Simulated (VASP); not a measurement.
# Hf: single point with r2SCAN+D4

The system is Hf.

```
Hf
1.0
    -1.72970    1.72970    1.72970
     1.72970   -1.72970    1.72970
     1.72970    1.72970   -1.72970
Hf
1
Cartesian
  0.0000 0.0000 0.0000
```

This isn't the form of Hf at room conditions, which is hcp.

| Quantity | Value |
| --- | --- |
| Program | VASP 6.6.1 |
| Task | single point |
| Functional | r2SCAN |
| Dispersion | D4 |
| Potentials or basis | VASP PAW PBE potentials, release 64 (Hf_pv) |
| Cutoff | 550 eV |
| k mesh | 10 × 10 × 10 |
| Occupations | methfessel-paxton, width 0.05 eV |
| Spin | no spin polarisation |
| Dipole correction | no |
| Further INCAR settings | ALGO = Normal; EDIFF = 1e-06; NBANDS = 11 |

```yaml
Pressure: 7.4 GPa
Band_gap_on_the_k_mesh: zero (bands 5 and 6 overlap by 2.68 eV)
Dispersion_energy_per_atom: -0.068 eV
```

Levels at points of the mesh, in eV from the Fermi level:
| k point | band 3 | band 4 | band 5 | band 6 | band 7 | band 8 |
| --- | --- | --- | --- | --- | --- | --- |
| (0.00, 0.00, 0.00) | -30.70 | -7.67 | 1.79 | 1.79 | 1.79 | 4.85 |
| (0.50, 0.00, 0.00) | -30.71 | -3.77 | -0.57 | 1.16 | 4.77 | 5.85 |
| (0.50, 0.50, 0.50) | -31.44 | -3.11 | -3.11 | 7.66 | 7.66 | 7.66 |

Wall time 15 s on 1 thread of Intel(R) Xeon(R) 6975P-C (Granite Rapids), with other jobs on the host, peak memory 0.14 GiB.

Caveat: the cell stands under pressure; the PAW data sets were made with another functional, which shifts forces and pressure a little; spin-orbit coupling is left out, which moves the levels of the heavy elements.
